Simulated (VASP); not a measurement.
# Bi (Im-3m) in VASP: further runs, part 2 of 2

VASP 6.6.1. The steps go on from the part before.

## (5) Single point, PBE+D3(BJ) (volume scaled by 0.97)

The input, INCAR:

```
PREC = Accurate
ENCUT = 520
EDIFF = 1E-6
ISMEAR = 0
SIGMA = 0.1
LREAL = False
LASPH = True
NELM = 80
ALGO = Normal
ISIF = 2
LWAVE = False
LCHARG = False
GGA = PE
IVDW = 12
NBANDS = 14
```

The input, KPOINTS:

```
regular mesh
0
Gamma
  16 16 16
```

The input, POSCAR:

```
Bi
1.0
   -1.9396750082      1.9396750082      1.9396750082
    1.9396750082     -1.9396750082      1.9396750082
    1.9396750082      1.9396750082     -1.9396750082
Bi
1
Direct
    0.0000000000      0.0000000000      0.0000000000
```

Potentials or basis: VASP PAW PBE potentials, release 64 (Bi_d).

Launch:

```console
$ cat potpaw_PBE.64/Bi_d/POTCAR > POTCAR
$ mpirun -np 1 vasp_std > vasp.out
```

OUTCAR:

```text
PREC = Accurate
   ENCUT = 520
   EDIFF = 1E-6
   ISMEAR = 0
   LREAL = False
   LASPH = True
   NELM = 80
   ISIF = 2
   GGA = PE
   IVDW = 12
 IVDW          = 12

 ion  position               nearest neighbor table
   1  0.000  0.000  0.000-

  LATTYP: Found a body centered cubic cell.
 ALAT       =     3.8793500164

  Lattice vectors:

 A1 = (  -1.9396750082,   1.9396750082,   1.9396750082)
 A2 = (   1.9396750082,  -1.9396750082,   1.9396750082)
 A3 = (   1.9396750082,   1.9396750082,  -1.9396750082)

Analysis of symmetry for initial positions (statically):
=====================================================================
 Subroutine PRICEL returns:
 Original cell was already a primitive cell.

 Routine SETGRP: Setting up the symmetry group for a
 body centered cubic supercell.

 Subroutine GETGRP returns: Found 48 space group operations
 (whereof 48 operations were pure point group operations)
 out of a pool of 48 trial point group operations.

The static configuration has the point symmetry O_h .

Analysis of symmetry for dynamics (positions and initial velocities):
=====================================================================
 Subroutine PRICEL returns:
 Original cell was already a primitive cell.

 Routine SETGRP: Setting up the symmetry group for a
 body centered cubic supercell.

 Subroutine GETGRP returns: Found 48 space group operations
 (whereof 48 operations were pure point group operations)
 out of a pool of 48 trial point group operations.

The dynamic configuration has the point symmetry O_h .

 Subroutine INISYM returns: Found 48 space group operations
 (whereof 48 operations are pure point group operations),
 and found     1 'primitive' translations

----------------------------------------------------------------------------------------
[... 116 lines left out ...]
   GGA     = PE    functional components
   LHFCALC =     F    Hartree Fock is set to
   AEXX    =    0.0000 exact exchange contribution
   IVDW    =    12    specifies the selected vdW correction
   LEPSILON=     F    determine dielectric tensor
   LRPA    =     F    only Hartree local field effects (RPA)
 non-spin polarized calculation
 Gauss-broadening in eV      SIGMA  =   0.10
  energy-cutoff  :      520.00
  volume of cell :       29.19
 maximum number of plane-waves:       798
 NGX is ok and might be reduce to    28
   NGX = 13   NGY = 13   NGZ = 13

 number of electron      15.0000006 magnetization

 Free energy of the ion-electron system (eV)
  ---------------------------------------------------
  ext. energy  EPLUGINS =         0.00000000
  ---------------------------------------------------
  free energy    TOTEN  =        -3.72243266 eV

  energy without entropy =       -3.71938250  energy(sigma->0) =       -3.72090758

 E-fermi :   8.7314     XC(G=0): -10.6022

 val. band max:        8.6998679316   @ k =  -0.1875   0.2500   0.1250
 cond. band min:       8.7373984337   @ k =   0.3125   0.1250   0.0625
 fundamental gap:      0.0375305021
 Fermi energy:         8.7314400965

 k-point     1 :       0.0000    0.0000    0.0000
  band No.  band energies     occupation
      1     -14.3561      2.00000
      2     -14.3561      2.00000
      3     -14.3561      2.00000
      4     -14.1975      2.00000
      5     -14.1975      2.00000
      6      -5.2421      2.00000
      7      14.3403      0.00000
      8      14.3403      0.00000
      9      14.3403      0.00000
     10      18.7291      0.00000
     11      19.2259      0.00000
     12      19.2259      0.00000
     13      19.2259      0.00000
     14      20.8412      0.00000
[... 377 lines left out ...]
      1     -14.3729      2.00000
      2     -14.3083      2.00000
      3     -14.2222      2.00000
      4     -14.2136      2.00000
      5     -14.1552      2.00000
      6      -2.6315      2.00000
      7       5.6241      2.00000
      8       8.5794      1.96843
      9      11.8239      0.00000
     10      16.9719      0.00000
     11      18.3726      0.00000
     12      20.7243      0.00000
     13      23.0018      0.00000
     14      23.2205      0.00000

 [... further k-points ...]

------------------------ aborting loop because EDIFF is reached ----------------------------------------

 Edisp (eV)   -0.53982

 E8    (eV) :    -0.2651

  FORCE on cell =-STRESS in cart. coord.  units (eV):
  Direction    XX          YY          ZZ          XY          YZ          ZX
  --------------------------------------------------------------------------------------
  -------------------------------------------------------------------------------------
  Total       0.32745     0.32745     0.32745     0.00000     0.00000    -0.00000
  in kB      17.97253    17.97253    17.97253     0.00000     0.00000    -0.00000
  external pressure =       17.97 kB  Pullay stress =        0.00 kB

 VOLUME and BASIS-vectors are now :
 -----------------------------------------------------------------------------
  energy-cutoff  :      520.00
  volume of cell :       29.19
      direct lattice vectors                 reciprocal lattice vectors
    -1.939675008  1.939675008  1.939675008     0.000000000  0.257775142  0.257775142
     1.939675008 -1.939675008  1.939675008     0.257775142  0.000000000  0.257775142
     1.939675008  1.939675008 -1.939675008     0.257775142  0.257775142  0.000000000

 POSITION                                       TOTAL-FORCE (eV/Angst)
 -----------------------------------------------------------------------------------
      0.00000      0.00000      0.00000         0.000000      0.000000     -0.000000
 -----------------------------------------------------------------------------------
    total drift:                               -0.000000     -0.000000     -0.000000

  FREE ENERGIE OF THE ION-ELECTRON SYSTEM (eV)
  ---------------------------------------------------
  free  energy   TOTEN  =        -4.2622505772 eV

  energy  without entropy=       -4.2592004173  energy(sigma->0) =       -4.26072550
```

stdout:

```text
POSCAR found type information on POSCAR Bi
 POSCAR found :  1 types and       1 ions
 scaLAPACK will be used
 LDA part: xc-table for (Slater+PW92), standard interpolation
 POSCAR, INCAR and KPOINTS ok, starting setup
 FFT: planning ... GRIDC
 FFT: planning ... GRID_SOFT
 FFT: planning ... GRID
 WAVECAR not read
 entering main loop
```

It took 51 s on 1 thread of Intel Xeon Platinum 8259CL at 2.50GHz (Skylake/Cascade Lake), shared host; peak memory 0.2 GiB.

Results:

```
Free energy                : -4.2623 eV
Pressure                   : 1.8 GPa
Dispersion energy per atom : -0.540 eV
```

Levels at points of the mesh, in eV from the Fermi level:
| k point | band 4 | band 5 | band 6 | band 7 | band 8 | band 9 | band 10 | band 11 |
| --- | --- | --- | --- | --- | --- | --- | --- | --- |
| (0.00, 0.00, 0.00) | -22.93 | -22.93 | -13.97 | 5.61 | 5.61 | 5.61 | 10.00 | 10.49 |
| (0.50, 0.00, 0.00) | -22.94 | -22.83 | -10.55 | -5.45 | 1.71 | 3.65 | 6.22 | 7.74 |
| (0.50, 0.50, 0.50) | -22.85 | -22.85 | -8.14 | -1.94 | -1.94 | -1.94 | 3.48 | 3.48 |

Caveat: spin-orbit coupling is left out, which moves the levels of the heavy elements; pairwise dispersion overbinds metals, which lowers pressure and volume.

## (6) The runs side by side

```tsv
cell	gap on the mesh (eV)	pressure (GPa)
a = 3.252 Å, angles 109.5°, 1 atom	none	10.1
a = 3.289 Å, angles 109.5°, 1 atom	none	6.8
a = 3.325 Å, angles 109.5°, 1 atom	none	4.1
a = 3.360 Å, angles 109.5°, 1 atom	none	1.8
```

Alike in all rows: task single point; level PBE+D3(BJ); potentials or basis VASP PAW PBE potentials, release 64 (Bi_d); no spin polarisation; k mesh 16 × 16 × 16; cutoff (eV) 520; smearing gaussian 0.1 eV.

Caveats: spin-orbit coupling is left out, which moves the levels of the heavy elements; pairwise dispersion overbinds metals, which lowers pressure and volume.

Absolute energies hang on the potentials; compare differences alone.
